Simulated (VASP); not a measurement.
# Cu (Pm-3m) in VASP: a series of runs

Cu is run at these levels: RPBE; tasks: single point.

All numbers are computed with VASP 6.6.1; they aren't measurements. Logs are shortened: lines on timing, memory, paths and dates and some standing lists are left out, and cuts for length are marked.

## 1. The cell of the first run

Symmetry: Pm-3m, No. 221, cubic system. Conventional cell: a = 2.439 Å, b = 2.439 Å, c = 2.439 Å, α = 90.00°, β = 90.00°, γ = 90.00°. Cu (site symmetry m-3m) has 6 Cu at 2.44 Å within 3.2 Å.

## 2. Single point, RPBE

The input, INCAR:

```
  PREC = Accurate
  ENCUT = 520
  EDIFF = 1E-6
  ISMEAR = -1
  SIGMA = 0.1
  LREAL = F
  LASPH = T
  NELM = 60
  ALGO = Normal
  ISIF = 2
  LWAVE = F
  LCHARG = F
  GGA = RP
  NBANDS = 12
```

The input, KPOINTS:

```
regular mesh
0
Gamma
  13 13 13
```

The input, POSCAR:

```
Cu
1.0
    2.4390957792      0.0000000000      0.0000000000
    0.0000000000      2.4390957792      0.0000000000
    0.0000000000      0.0000000000      2.4390957792
Cu
1
Direct
    0.0000000000      0.0000000000      0.0000000000
```

Potentials or basis: VASP PAW PBE potentials, release 64 (Cu).

The run is started by

```
$ cat potpaw_PBE.64/Cu/POTCAR > POTCAR
$ mpirun -np 1 vasp_std > vasp.out
```

OUTCAR:

```text
PREC = Accurate
   ENCUT = 520
   EDIFF = 1E-6
   ISMEAR = -1
   LREAL = F
   LASPH = T
   NELM = 60
   ISIF = 2
   GGA = RP

 ion  position               nearest neighbor table
   1  0.000  0.000  0.000-

  LATTYP: Found a simple cubic cell.
 ALAT       =     2.4390957792

  Lattice vectors:

 A1 = (   2.4390957792,   0.0000000000,   0.0000000000)
 A2 = (   0.0000000000,   2.4390957792,   0.0000000000)
 A3 = (   0.0000000000,   0.0000000000,   2.4390957792)

Analysis of symmetry for initial positions (statically):
=====================================================================
 Subroutine PRICEL returns:
 Original cell was already a primitive cell.

 Routine SETGRP: Setting up the symmetry group for a
 simple cubic supercell.

 Subroutine GETGRP returns: Found 48 space group operations
[... 9 lines left out ...]

 Routine SETGRP: Setting up the symmetry group for a
 simple cubic supercell.

 Subroutine GETGRP returns: Found 48 space group operations
[... 11 lines left out ...]
                                     Primitive cell

  volume of cell :      14.5106

  direct lattice vectors                    reciprocal lattice vectors
     2.439095779  0.000000000  0.000000000     0.409988000  0.000000000  0.000000000
     0.000000000  2.439095779  0.000000000     0.000000000  0.409988000  0.000000000
     0.000000000  0.000000000  2.439095779     0.000000000  0.000000000  0.409988000

  length of vectors
     2.439095779  2.439095779  2.439095779     0.409988000  0.409988000  0.409988000

  position of ions in fractional coordinates (direct lattice)
     0.000000000  0.000000000  0.000000000

  ion indices of the primitive-cell ions
   primitive index   ion index
                 1           1

----------------------------------------------------------------------------------------

 KPOINTS: regular mesh

Automatic generation of k-mesh.
 Grid dimensions read from file:
 generate k-points for:   13   13   13

 Generating k-lattice:

  Cartesian coordinates                     Fractional coordinates (reciprocal lattice)
     0.031537538  0.000000000  0.000000000     0.076923077  0.000000000  0.000000000
     0.000000000  0.031537538  0.000000000     0.000000000  0.076923077  0.000000000
     0.000000000  0.000000000  0.031537538     0.000000000  0.000000000  0.076923077

  Length of vectors
[... 52 lines left out ...]
   LASPH  =      T    aspherical Exc in radial PAW
   ENCUT  =  520.0 eV  38.22 Ry    6.18 a.u.   4.54  4.54  4.54*2*pi/ulx,y,z
   NELM   =     60;   NELMIN=  2; NELMDL= -5     # of ELM steps
   EDIFF  = 0.1E-05   stopping-criterion for ELM
   LREAL  =      F    real-space projection
   EDIFFG = 0.1E-04   stopping-criterion for IOM
   NSW    =      0    number of steps for IOM
   IBRION =     -1    ionic relax: 0-MD 1-quasi-New 2-CG
   NFREE  =      0    steps in history (QN), initial steepest desc. (CG)
   ISIF   =      2    stress and relaxation
   ISYM   =      2    0-nonsym 1-usesym 2-fastsym
   POTIM  = 0.5000    time-step for ionic-motion
   TEBEG  =    0.0;   TEEND  =   0.0 temperature during run
   PSTRESS=    0.0 pullay stress
   NELECT =      11.0000    total number of electrons
   NUPDOWN=      -1.0000    fix difference up-down
   EMIN   =  10.00;   EMAX   =-10.00  energy-range for DOS
   EFERMI =   0.00;   METHOD = LEGACY
   ISMEAR =    -1;   SIGMA  =   0.10  broadening in eV -4-tet -1-fermi 0-gaus
   EFERMI_NEDOS =   21; number of points for ismear=-14 and -15
   IALGO  =     38    algorithm
   IMIX   =      4    mixing-type and parameters
     AMIX     =   0.40;   BMIX     =  1.00
     AMIX_MAG =   1.60;   BMIX_MAG =  1.00
  volume/ion in A,a.u.               =      14.51        97.92
  Fermi-wavevector in a.u.,A,eV,Ry     =   1.492715  2.820822 30.316472  2.228198
  Thomas-Fermi vector in A             =   2.605208
   LORBIT       =      0    0 simple, 1 ext, 2 COOP (PROOUT), +10 PAW based schemes
   GGA     = RP    functional components
   LHFCALC =     F    Hartree Fock is set to
   AEXX    =    0.0000 exact exchange contribution
   IVDW    =     0    specifies the selected vdW correction
   LEPSILON=     F    determine dielectric tensor
   LRPA    =     F    only Hartree local field effects (RPA)
 non-spin polarized calculation
  energy-cutoff  :      520.00
  volume of cell :       14.51
 maximum number of plane-waves:       405
 NGX is ok and might be reduce to    18
   NGX =  9   NGY =  9   NGZ =  9

 number of electron      10.9999979 magnetization

 Free energy of the ion-electron system (eV)
  ---------------------------------------------------
  ext. energy  EPLUGINS =         0.00000000
  ---------------------------------------------------
  free energy    TOTEN  =        -2.81974969 eV

  energy without entropy =       -2.80812453  energy(sigma->0) =       -2.81393711

 E-fermi :   5.2973     XC(G=0): -11.3534

 val. band max:        5.1863666180   @ k =   0.3846   0.3077   0.0000
 cond. band min:       5.3042004844   @ k =   0.3077   0.3077   0.2308
 fundamental gap:      0.1178338664
 Fermi energy:         5.2973246902

 k-point     1 :       0.0000    0.0000    0.0000
  band No.  band energies     occupation
      1      -2.4106      2.00000
      2       1.7064      2.00000
      3       1.7064      2.00000
      4       4.0243      1.99999
      5       4.0243      1.99999
      6       4.0243      1.99999
      7      22.4475      0.00000
      8      22.4475      0.00000
      9      22.4475      0.00000
     10      25.7331      0.00000
     11      25.7331      0.00000
     12      29.2608      0.00000
[... 331 lines left out ...]
 k-point    24 :       0.3846    0.3077    0.0000
  band No.  band energies     occupation
      1       1.6163      2.00000
      2       2.0714      2.00000
      3       3.3986      2.00000
      4       3.4844      2.00000
      5       3.6371      2.00000
      6       5.1864      1.50410
      7      10.8328      0.00000
      8      15.9249      0.00000
      9      21.2454      0.00000
     10      29.8277      0.00000
     11      30.3281      0.00000
     12      34.9328      0.00000

 [... further k-points ...]
[... 5 lines left out ...]
  --------------------------------------------------------------------------------------
  -------------------------------------------------------------------------------------
  Total        0.0571846      0.0571846      0.0571846      0.0000000      0.0000000     -0.0000000
  in kB        6.3139801      6.3139801      6.3139801      0.0000000      0.0000000     -0.0000000
  external PRESSURE =       6.3139801 kB  Pullay stress =       0.0000000 kB

 VOLUME and BASIS-vectors are now :
 -----------------------------------------------------------------------------
  energy-cutoff  :      520.00
  volume of cell :       14.51
      direct lattice vectors                 reciprocal lattice vectors
     2.439095779  0.000000000  0.000000000     0.409988000  0.000000000  0.000000000
     0.000000000  2.439095779  0.000000000     0.000000000  0.409988000  0.000000000
     0.000000000  0.000000000  2.439095779     0.000000000  0.000000000  0.409988000

 POSITION                                       TOTAL-FORCE (eV/Angst)
 -----------------------------------------------------------------------------------
      0.00000      0.00000      0.00000         0.000000      0.000000      0.000000
 -----------------------------------------------------------------------------------
    total drift:                                0.000000      0.000000      0.000000

  FREE ENERGIE OF THE ION-ELECTRON SYSTEM (eV)
  ---------------------------------------------------
  free  energy   TOTEN  =        -2.8197496893 eV

  energy  without entropy=       -2.8081245331  energy(sigma->0) =       -2.81393711
```

OSZICAR:

```text
N       E                     dE             d eps       ncg     rms          rms(c)
DAV:   1     0.460988748201E+02    0.46099E+02   -0.53587E+03  2112   0.142E+03
DAV:   2    -0.196452216395E+01   -0.48063E+02   -0.44692E+02  2072   0.199E+02
DAV:   3    -0.343502659627E+01   -0.14705E+01   -0.14632E+01  2324   0.405E+01
DAV:   4    -0.344576661706E+01   -0.10740E-01   -0.10739E-01  2296   0.313E+00
DAV:   5    -0.344589428425E+01   -0.12767E-03   -0.12767E-03  2356   0.347E-01    0.665E+00
DAV:   6    -0.319777769912E+01    0.24812E+00   -0.11651E+01  2372   0.635E+01    0.403E+00
DAV:   7    -0.282648071992E+01    0.37130E+00   -0.20846E+00  2340   0.272E+01    0.351E-01
DAV:   8    -0.282304346313E+01    0.34373E-02   -0.21735E-02  2716   0.269E+00    0.445E-01
DAV:   9    -0.281981176712E+01    0.32317E-02   -0.24868E-02  2452   0.272E+00    0.697E-02
DAV:  10    -0.281974917586E+01    0.62591E-04   -0.39804E-04  2784   0.347E-01    0.719E-03
DAV:  11    -0.281974968929E+01   -0.51344E-06   -0.35916E-06  2288   0.195E-02
   1 F= -.28197497E+01 E0= -.28139371E+01  d E =-.116252E-01
```

Wall time 4.1 s (1 thread of Intel Xeon 6975P-C (Granite Rapids), shared host); peak memory 0.12 GiB.

Results:

```
Free energy : -2.8197 eV
Pressure    : 0.6 GPa
```

Caveat: the PAW data sets were made with another functional, which shifts forces and pressure a little.

## 3. Single point, RPBE (volume scaled by 0.88)

The input, INCAR:

```
SYSTEM = Cu
PREC     = Accurate       ! precision mode
ENCUT    = 520            ! plane-wave cutoff, eV
EDIFF    = 1E-6           ! SCF threshold, eV
ISMEAR   = -1             ! smearing method
SIGMA    = 0.1            ! smearing width, eV
LREAL    = .False.        ! projectors in reciprocal space
LASPH    = .True.         ! aspherical terms in the spheres
NELM     = 100            ! most SCF steps
ALGO     = Normal         ! electronic algorithm
ISIF     = 2              ! what is computed and relaxed
LWAVE    = .False.        ! write WAVECAR
LCHARG   = .True.         ! write CHGCAR
GGA      = RP             ! functional
LELF     = .True.         ! ELF
LVHAR    = .True.       
NBANDS   = 12             ! bands
```

The input, KPOINTS:

```
regular mesh
0
Gamma
  14 14 14
  0 0 0
```

The input, POSCAR:

```
Cu
1.0
    2.3373463899      0.0000000000      0.0000000000
    0.0000000000      2.3373463899      0.0000000000
    0.0000000000      0.0000000000      2.3373463899
Cu
1
Direct
    0.0000000000      0.0000000000      0.0000000000
```

Potentials or basis: VASP PAW PBE potentials, release 64 (Cu).

The run is started by

```
$ cat potpaw_PBE.64/Cu/POTCAR > POTCAR
$ mpirun -np 1 vasp_std > vasp.out
```

Run time: 5.5 s. Hardware: 1 thread of Intel Xeon 6975P-C (Granite Rapids), shared host; peak memory 0.13 GiB.

It converged, with:

| Item | Value |
| --- | --- |
| Free energy | -2.7419 eV |
| Pressure | 16.2 GPa |

Levels at points of the mesh, in eV from the Fermi level:
```
           k point  band 1  band 2  band 3  band 4  band 5  band 6  band 7  band 8  band 9  band 10
(0.00, 0.00, 0.00)   -8.55   -4.12   -4.12   -1.32   -1.32   -1.32   18.55   18.55   18.55    22.04
(0.50, 0.00, 0.00)   -4.52   -3.76   -2.19   -2.19   -1.58   -1.24    2.34   24.13   25.54    25.54
(0.50, 0.50, 0.00)   -4.57   -3.48   -2.02   -2.02   -0.71    4.47    4.47    9.68   10.31    30.46
(0.50, 0.50, 0.50)   -3.79   -3.79   -3.79   -0.66   -0.66   10.75   10.75   10.75   13.54    16.02
```

Caveat: the PAW data sets were made with another functional, which shifts forces and pressure a little.

## 4. Single point, RPBE (volume scaled by 0.92)

The input, INCAR:

```
SYSTEM = Cu
ALGO = Normal ; EDIFF = 1E-6
ENCUT = 520 ; GGA = RP
ISIF = 2 ; ISMEAR = -1
LASPH = .True. ; LCHARG = .False.
LREAL = .False. ; LWAVE = .False.
NBANDS = 12 ; NELM = 80
PREC = Accurate ; SIGMA = 0.1
```

The input, KPOINTS:

```
k-points
0
Gamma
  14 14 14
  0 0 0
```

The input, POSCAR:

```
Cu
1.0
    2.3722373009      0.0000000000      0.0000000000
    0.0000000000      2.3722373009      0.0000000000
    0.0000000000      0.0000000000      2.3722373009
Cu
1
Direct
    0.0000000000      0.0000000000      0.0000000000
```

The run is started by

```
$ cat potpaw_PBE.64/Cu/POTCAR > POTCAR
$ mpirun -np 1 vasp_std > vasp.out
```

It took 5.4 s on 1 thread of Intel Xeon 6975P-C (Granite Rapids), shared host; peak memory 0.12 GiB.

Results (log left out):

```
Free energy : -2.7880 eV
Pressure    : 9.7 GPa
```

Levels at points of the mesh, in eV from the Fermi level:
| k point | band 1 | band 2 | band 3 | band 4 | band 5 | band 6 | band 7 | band 8 | band 9 | band 10 |
| --- | --- | --- | --- | --- | --- | --- | --- | --- | --- | --- |
| (0.00, 0.00, 0.00) | -8.26 | -3.93 | -3.93 | -1.31 | -1.31 | -1.31 | 18.05 | 18.05 | 18.05 | 21.46 |
| (0.50, 0.00, 0.00) | -4.35 | -3.60 | -2.12 | -2.12 | -1.44 | -1.24 | 2.16 | 23.70 | 24.74 | 24.74 |
| (0.50, 0.50, 0.00) | -4.34 | -3.34 | -1.96 | -1.96 | -0.74 | 4.38 | 4.38 | 9.18 | 10.09 | 29.77 |
| (0.50, 0.50, 0.50) | -3.61 | -3.61 | -3.61 | -0.69 | -0.69 | 10.40 | 10.40 | 10.40 | 13.40 | 15.63 |

Caveat: the PAW data sets were made with another functional, which shifts forces and pressure a little.

## 5. Single point, RPBE (volume scaled by 0.96)

The input, INCAR:

```
SYSTEM = Cu
  PREC = Accurate
  ENCUT = 520
  EDIFF = 1E-6
  ISMEAR = -1
  SIGMA = 0.1
  LREAL = .False.
  LASPH = .True.
  NELM = 80
  ALGO = Normal
  ISIF = 2
  LWAVE = .False.
  LCHARG = .False.
  GGA = RP
  NBANDS = 12
```

The input, KPOINTS:

```
regular mesh
0
Gamma
  14 14 14
  0 0 0
```

The input, POSCAR:

```
Cu
1.0
    2.4061309844      0.0000000000      0.0000000000
    0.0000000000      2.4061309844      0.0000000000
    0.0000000000      0.0000000000      2.4061309844
Cu
1
Direct
    0.0000000000      0.0000000000      0.0000000000
```

The run is started by

```
$ cat potpaw_PBE.64/Cu/POTCAR > POTCAR
$ mpirun -np 1 vasp_std > vasp.out
```

It took 5.5 s on 1 thread of Intel Xeon 6975P-C (Granite Rapids), shared host; peak memory 0.13 GiB.

It converged, with:

```
Free energy : -2.8129 eV
Pressure    : 4.6 GPa
```

Levels at points of the mesh, in eV from the Fermi level:
| k point | band 2 | band 3 | band 4 | band 5 | band 6 | band 7 | band 8 | band 9 |
| --- | --- | --- | --- | --- | --- | --- | --- | --- |
| (0.00, 0.00, 0.00) | -3.76 | -3.76 | -1.30 | -1.30 | -1.30 | 17.57 | 17.57 | 17.57 |
| (0.50, 0.00, 0.00) | -3.45 | -2.06 | -2.06 | -1.30 | -1.23 | 2.00 | 23.30 | 23.99 |
| (0.50, 0.50, 0.00) | -3.22 | -1.91 | -1.91 | -0.76 | 4.31 | 4.31 | 8.72 | 9.88 |
| (0.50, 0.50, 0.50) | -3.44 | -3.44 | -0.72 | -0.72 | 10.08 | 10.08 | 10.08 | 13.26 |

Caveat: the PAW data sets were made with another functional, which shifts forces and pressure a little.

## 6. Single point, RPBE

The input, INCAR:

```
SYSTEM = Cu
  PREC = Accurate
  ENCUT = 520
  EDIFF = 1E-6
  ISMEAR = -1
  SIGMA = 0.1
  LREAL = .FALSE.
  LASPH = .TRUE.
  NELM = 80
  ALGO = Normal
  ISIF = 2
  LWAVE = .FALSE.
  LCHARG = .TRUE.
  GGA = RP
  LELF = .TRUE.
  LVHAR = .TRUE.
  NBANDS = 12
```

The input, KPOINTS:

```
Automatic mesh
0
G
  14 14 14
  0 0 0
```

The input, POSCAR:

```
Cu
1.0
    2.4390957792      0.0000000000      0.0000000000
    0.0000000000      2.4390957792      0.0000000000
    0.0000000000      0.0000000000      2.4390957792
Cu
1
Direct
    0.0000000000      0.0000000000      0.0000000000
```

Potentials or basis: VASP PAW PBE potentials, release 64 (Cu).

The run is started by

```
$ cat potpaw_PBE.64/Cu/POTCAR > POTCAR
$ mpirun -np 1 vasp_std > vasp.out
```

It took 5.8 s on 1 thread of Intel Xeon 6975P-C (Granite Rapids), shared host; peak memory 0.13 GiB.

It converged, with:

* Free energy: -2.8214 eV
* Pressure: 0.6 GPa

Levels at points of the mesh, in eV from the Fermi level:
```
           k point  band 1  band 2  band 3  band 4  band 5  band 6  band 7  band 8  band 9  band 10
(0.00, 0.00, 0.00)   -7.73   -3.61   -3.61   -1.29   -1.29   -1.29   17.13   17.13   17.13    20.42
(0.50, 0.00, 0.00)   -4.04   -3.31   -2.00   -2.00   -1.23   -1.18    1.85   22.91   23.30    23.30
(0.50, 0.50, 0.00)   -3.93   -3.10   -1.86   -1.86   -0.78    4.24    4.24    8.30    9.68    28.51
(0.50, 0.50, 0.50)   -3.30   -3.30   -3.30   -0.75   -0.75    9.78    9.78    9.78   13.12    14.93
```

Caveat: the PAW data sets were made with another functional, which shifts forces and pressure a little.

## 7. Summary

```tsv
cell	k mesh	gap on the mesh (eV)	pressure (GPa)
a = 2.439 Å, 1 atom	13 × 13 × 13	none	0.6
a = 2.337 Å, 1 atom	14 × 14 × 14	none	16.2
a = 2.372 Å, 1 atom	14 × 14 × 14	none	9.7
a = 2.406 Å, 1 atom	14 × 14 × 14	none	4.6
a = 2.439 Å, 1 atom	14 × 14 × 14	none	0.6
```

Alike in all rows: task single point; level RPBE; potentials or basis VASP PAW PBE potentials, release 64 (Cu); no spin polarisation; cutoff (eV) 520; smearing fermi-dirac 0.1 eV.

Caveats: the PAW data sets were made with another functional, which shifts forces and pressure a little.

Absolute energies hang on the potentials; compare differences alone.
